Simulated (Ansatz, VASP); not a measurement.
## Lu in VASP and in Ansatz

File INCAR:

```
SYSTEM = Lu
ALGO = Normal
EDIFF = 1E-8
ENCUT = 520
GGA = PE
ISIF = 2
ISMEAR = -1
LASPH = .TRUE.
LCHARG = .FALSE.
LEFG = .TRUE.
LREAL = .FALSE.
LWAVE = .FALSE.
NBANDS = 18
NELM = 80
PREC = Accurate
SIGMA = 0.08
```

The input KPOINTS:

```
k-points
0
G
  15 15 15
  0 0 0
```

Contents of POSCAR:

```
Lu
1.0
   -1.9104979226      1.9104979226      1.9104979226
    1.9104979226     -1.9104979226      1.9104979226
    1.9104979226      1.9104979226     -1.9104979226
Lu
1
Direct
    0.0000000000      0.0000000000      0.0000000000
```

Input for Ansatz:

```yaml
crystal:
  lattice:
    - [-1.9104979226, 1.9104979226, 1.9104979226]
    - [1.9104979226, -1.9104979226, 1.9104979226]
    - [1.9104979226, 1.9104979226, -1.9104979226]
  atoms:
    - { symbol: Lu, position: [0.0, 0.0, 0.0] }
kpoints:
  mp_grid: { grid: [15, 15, 15] }
scf:
  occupations: { method: fermi_dirac, width: 0.08 }
hamiltonian:
  xc: pbe
  pseudopotentials: { kind: all_electron, datasets: crystal }
output:
  forces: true
  stress: true
  eigenvalues: true
  efg: { contact_densities: true }
```

Change from the starting cell: volume scaled by 0.9405, crystal datasets.

Alike in both runs: task electric field gradients; functional PBE; k mesh 15 × 15 × 15; occupations fermi-dirac, width 0.08 eV; no spin polarisation.

|  | VASP | Ansatz |
| --- | --- | --- |
| version | VASP 6.6.1 | Ansatz 0.2.0 |
| potentials or method | VASP PAW PBE potentials, release 64 (Lu), cutoff 520 eV | all-electron PAW with datasets made for the crystal, scalar-relativistic |

```tsv
	VASP	Ansatz	Ansatz less VASP
pressure (GPa)	3.1	2.9	-0.16
```

Ansatz ran all-electron here, and VASP with PAW potentials.

Spin-orbit coupling is off throughout.
